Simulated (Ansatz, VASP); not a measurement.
## MgO in VASP and in Ansatz

```
Mg O
1.0
     0.00000    1.97729    1.97729
     1.97729    0.00000    1.97729
     1.97729    1.97729    0.00000
Mg O
1 1
Direct
  0.00000 0.00000 0.00000
  0.50000 0.50000 0.50000
```

Change from the starting cell: volume scaled by 0.94, ions relaxed.

Alike in both runs: functional PBE; k mesh 13 × 13 × 13; occupations fermi-dirac, width 0.02 eV; no spin polarisation.

Ansatz relaxed the structure, and its values are those at the end. VASP's run is a single point on that final structure, the one shown.

|  | VASP | Ansatz |
| --- | --- | --- |
| version | VASP 6.6.1 | Ansatz 0.2.0 |
| potentials or method | VASP PAW PBE potentials, release 64 (Mg, O) | plane-wave PAW, scalar-relativistic |
| plane-wave cutoff (eV) | 600 | 420 |
| valence electrons in the cell | 8 | 16 |

Ansatz gave:

```
gap on the k mesh at the Fermi level (eV) : 6.81
pressure (GPa)                            : 51.2
```

Q: Estimate VASP's values.

A: gap on the k mesh at the Fermi level (eV): 6.80; pressure (GPa): 50.4.

Both programs put the cell under a high pressure, so it lies far from rest at this level. With one functional, cell and mesh, what is left measures potentials, basis and numerics. VASP's potentials hold 8 valence electrons a cell and Ansatz's 16, so a difference there can come from the potentials and not from the codes. Ansatz's warnings: stress scf threshold loose.
